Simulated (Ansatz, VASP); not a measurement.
One calculation of MgF2, two programs

Contents of INCAR:

```
ALGO     = Normal         # electronic algorithm
EDIFF    = 1E-6           # SCF threshold, eV
ENCUT    = 600            # plane-wave cutoff, eV
GGA      = PE             # functional
GGA_COMPAT= False        
ISIF     = 2              # what is computed and relaxed
ISMEAR   = -1             # smearing method
LASPH    = True           # aspherical terms in the spheres
LCHARG   = False          # write CHGCAR
LREAL    = False          # projectors in reciprocal space
LWAVE    = False          # write WAVECAR
NBANDS   = 25             # bands
NELM     = 120            # most SCF steps
PREC     = Accurate       # precision mode
SIGMA    = 0.1            # smearing width, eV
```

Contents of KPOINTS:

```
k-points
0
Gamma
  7 7 10
```

The input POSCAR:

```
MgF2
1.0
    4.3389283147      0.0000000000      0.0000000000
    0.0000000000      4.3389283147      0.0000000000
    0.0000000000      0.0000000000      2.9003393022
Mg F
2 4
Direct
    0.0000000000      0.0000000000      0.0000000000
    0.5000000000      0.5000000000      0.5000000000
    0.3010907049      0.3010907049      0.0000000000
    0.6989092951      0.6989092951      0.0000000000
    0.8010907049      0.1989092951      0.5000000000
    0.1989092951      0.8010907049      0.5000000000
```

Input for Ansatz:

```yaml
crystal:
  lattice:
    - [4.3389283147, 0.0, 0.0]
    - [0.0, 4.3389283147, 0.0]
    - [0.0, 0.0, 2.9003393022]
  atoms:
    - { symbol: Mg, position: [0.0, 0.0, 0.0] }
    - { symbol: Mg, position: [0.5, 0.5, 0.5] }
    - { symbol: F, position: [0.3010907049, 0.3010907049, 0.0] }
    - { symbol: F, position: [0.6989092951, 0.6989092951, 0.0] }
    - { symbol: F, position: [0.8010907049, 0.1989092951, 0.5] }
    - { symbol: F, position: [0.1989092951, 0.8010907049, 0.5] }
kpoints:
  mp_grid: { grid: [7, 7, 10] }
  band_path:
    path:
      - [0.0, 0.0, 0.0]
      - [0.0, 0.5, 0.0]
      - [0.5, 0.5, 0.0]
      - [0.0, 0.0, 0.0]
      - [0.0, 0.0, 0.5]
      - [0.0, 0.5, 0.5]
      - [0.5, 0.5, 0.5]
      - [0.0, 0.0, 0.5]
      - [0.0, 0.5, 0.0]
    npoints: 8
scf:
  occupations: { method: fermi_dirac, width: 0.1 }
hamiltonian:
  xc: pbe
  pseudopotentials: { kind: all_electron, lapw: { basis_error: 0.001 } }
output:
  forces: true
  stress: true
  eigenvalues: true
  populations: true
  dos: { projected: true, de: 0.2, e_range: [-14, 8] }
```

Change from the starting cell: volume scaled by 0.8, LAPW.

Alike in both runs: task single point; functional PBE; k mesh 7 × 7 × 10; occupations fermi-dirac, width 0.1 eV; no spin polarisation.

```csv
,VASP,Ansatz
version,VASP 6.6.1,Ansatz 0.2.0
potentials or method,"VASP PAW PBE potentials, release 64 (Mg, F), cutoff 600 eV","all-electron LAPW, scalar-relativistic"
```

|  | VASP | Ansatz | Ansatz less VASP |
| --- | --- | --- | --- |
| gap on the k mesh at the Fermi level (eV) | 8.41 | 8.43 | +0.021 |
| pressure (GPa) | 32.3 | 33.3 | +1.02 |
| traceless stress, the component that is largest in VASP (GPa) | -0.09 | 0.00 | +0.092 |

Both programs put the cell under a high pressure, so it lies far from rest at this level. Ansatz ran all-electron here, and VASP with PAW potentials.
